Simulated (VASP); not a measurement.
# SnO: single point with PBE+D3(BJ)

The system is SnO.

```
Sn O
1.0
     3.80200    0.00000    0.00000
     0.00000    3.80200    0.00000
     0.00000    0.00000    4.83600
Sn O
2 2
Direct
  0.02790 0.47210 0.23850
  0.50000 0.00000 0.76150
  0.00000 0.00000 0.00000
  0.50000 0.50000 0.00000
```

This cell differs from its parent crystal: atom 1 (Sn) moved +0.150 Å along Cartesian [1 -1 0].

```
Program             : VASP 6.6.1
Task                : single point
Functional          : PBE
Dispersion          : D3(BJ)
Potentials or basis : VASP PAW PBE potentials, release 64 (Sn_d, O)
Cutoff              : 520 eV
k mesh              : 12 × 12 × 10
Occupations         : gaussian, width 0.15 eV
Spin                : no spin polarisation
```

```
Pressure                   : 2.9 GPa
Largest force              : 1.035 eV/Å
Band gap on the k mesh     : 0.05 eV (least direct gap 1.97 eV)
Dispersion energy per atom : -0.235 eV
```

Forces on the atoms (eV/Å):
```
Sn  -0.562  0.562  0.664
Sn   0.122 -0.122 -0.466
O    0.083 -0.356 -0.099
O    0.356 -0.083 -0.099
```

Stress tensor (GPa, compression positive):
```
 3.31  0.02 -1.51
 0.02  3.31  1.51
-1.51  1.51  2.11
```

Levels at points of the mesh, in eV from the valence-band top:
| k point | band 17 | band 18 | band 19 | band 20 | band 21 | band 22 | band 23 | band 24 |
| --- | --- | --- | --- | --- | --- | --- | --- | --- |
| (0.00, 0.00, 0.00) | -3.59 | -3.20 | -3.18 | 0.00 | 2.09 | 4.20 | 4.67 | 4.84 |
| (0.50, 0.00, 0.00) | -4.90 | -4.76 | -2.90 | -2.63 | 3.16 | 3.17 | 5.77 | 5.92 |
| (0.50, 0.50, 0.00) | -2.57 | -2.55 | -1.96 | -1.92 | 0.05 | 0.06 | 4.38 | 4.47 |
| (0.00, 0.00, 0.50) | -3.23 | -3.20 | -3.10 | -2.28 | 1.66 | 2.96 | 2.97 | 3.70 |
| (0.50, 0.00, 0.50) | -4.91 | -4.78 | -1.86 | -1.71 | 2.54 | 2.58 | 5.19 | 5.58 |
| (0.50, 0.50, 0.50) | -2.75 | -2.68 | -2.57 | -2.54 | 2.29 | 2.31 | 4.03 | 4.06 |

It took 15 min on 1 thread of Oxide Virtual Turin-like Processor (shared host), peak memory 0.63 GiB.

Caveat: the cell differs from its parent crystal (atom 1 (Sn) moved +0.150 Å along Cartesian [1 -1 0]); the smearing spreads over this small gap; semilocal functionals underestimate gaps, and a narrow one can read as zero; spin-orbit coupling is left out, which moves the levels of the heavy elements; forces of over 1 eV/Å act on the atoms, so gaps and moduli don't describe the material at rest. A k mesh can miss the band edges.
